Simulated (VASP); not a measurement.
PtS2:

```
CELL_PARAMETERS angstrom
3.55262 0.00000 0.00000
-1.77631 3.07666 0.00000
0.00000 0.00000 5.12283
ATOMIC_POSITIONS crystal
Pt 0.00000 0.00000 0.00000
S 0.33333 0.66667 0.23925
S 0.66667 0.33333 0.76075
```

Base run:

* Program: VASP 6.6.1
* Functional: PBEsol
* Potentials or basis: VASP PAW PBE potentials, release 64 (Pt, S)
* Cutoff: 520 eV
* k mesh: 6 × 6 × 4, shifted
* Occupations: gaussian, width 0.01 eV
* Spin: no spin polarisation

Its results: band gap on the k mesh 0.88 eV (least direct gap 1.40 eV); pressure -1.6 GPa; largest force 0.230 eV/Å.

**Question.** After a change of settings the same cell gave: band gap on the k mesh 0.79 eV (least direct gap 1.36 eV); pressure -1.6 GPa; largest force 0.231 eV/Å. Which change was it?
A. functional from PBEsol to PBE-based screened hybrid with 30 % exact exchange; k mesh from 6 × 6 × 4, shifted to 6 × 6 × 2, through Γ
B. k mesh from 6 × 6 × 4, shifted to 2 × 2 × 2, through Γ
C. k mesh from 6 × 6 × 4, shifted to 6 × 6 × 4, through Γ

**Answer.** C.

Caveats: the PAW data sets were made with another functional, which shifts forces and pressure a little; spin-orbit coupling is left out, which moves the levels of the heavy elements; a shifted mesh leaves out Γ, where band edges can lie (at least some runs).
